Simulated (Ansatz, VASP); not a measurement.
## One calculation of SiC4, two programs

```
Si C
1.0
    -2.06946    2.06946    3.68582
     2.06946   -2.06946    3.68582
     2.06946    2.06946   -3.68582
Si C
1 4
Direct
  0.50000 0.50000 0.00000
  0.82323 0.82323 0.64647
  0.17677 0.17677 0.35353
  0.82323 0.17677 0.00000
  0.17677 0.82323 0.00000
```

Alike in both runs: task relaxation of cell and atoms; functional PBE; k mesh 12 × 12 × 12; occupations gaussian, width 0.1 eV; no spin polarisation.

```csv
,VASP,Ansatz
version,VASP 6.6.1,Ansatz 0.2.0
potentials or method,"VASP PAW PBE potentials, release 64 (Si, C), cutoff 600 eV","scalar-relativistic, plane waves, PAW"
valence electrons in the cell,20,20
```

|  | VASP | Ansatz | Ansatz less VASP |
| --- | --- | --- | --- |
| gap on the k mesh at the Fermi level, each at its own relaxed structure (eV) | none | none | - |
| relaxed volume (Å³/atom) | 12.60 | 12.89 | +0.292 |
| relaxed cell length with the largest relative difference (Å) | 4.704 | 4.771 | +0.0663 |

A gap of «none» marks a metal or a gap that the smearing closes.
